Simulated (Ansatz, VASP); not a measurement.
**Two plane-wave programs on AlRuC4N4**

```
CELL_PARAMETERS angstrom
5.76672 0.00000 0.00000
0.00000 5.76672 0.00000
0.00000 0.00000 5.76672
ATOMIC_POSITIONS crystal
Al 0.50000 0.50000 0.50000
Ru 0.00000 0.00000 0.00000
C 0.19723 0.19723 0.19723
C 0.19723 0.80277 0.80277
C 0.80277 0.19723 0.80277
C 0.80277 0.80277 0.19723
N 0.31575 0.31575 0.31575
N 0.31575 0.68425 0.68425
N 0.68425 0.31575 0.68425
N 0.68425 0.68425 0.31575
```

Alike in both runs: functional PBE; k mesh 4 × 4 × 4; occupations gaussian, width 0.1 eV; collinear spin.

Ansatz relaxed the structure, and its values are those at the end. VASP's run is a single point on that final structure, the one shown.

```csv
,VASP,Ansatz
version,VASP 6.6.1,Ansatz 0.2.0
potentials or method,"VASP PAW PBE potentials, release 64 (Al, Ru_pv, C, N), cutoff 520 eV","scalar-relativistic, plane waves, PAW"
valence electrons in the cell,53,55
```

Ansatz gave:

```
gap on the k mesh at the Fermi level (eV)                     : 0.32
least direct gap on the mesh (eV)                             : 0.63
pressure (GPa)                                                : 0.0
rms of the force components (eV/Å)                            : 0.021
net moment per atom (μB)                                      : 0.30
size of the moment on the site where the two differ most (μB) : 0.93
```

**Question.** Which values does VASP return?

**Answer.** gap on the k mesh at the Fermi level (eV): 0.32; least direct gap on the mesh (eV): 0.63; pressure (GPa): 0.2; rms of the force components (eV/Å): 0.148; net moment per atom (μB): 0.30; size of the moment on the site where the two differ most (μB): 1.36.

Site moments also hang on the region over which each program counts them. VASP's potentials hold 53 valence electrons a cell and Ansatz's 55, so a difference there can come from the potentials and not from the codes.

Noted on VASP's run: the standard files for N, O and F lose accuracy on very short bonds.
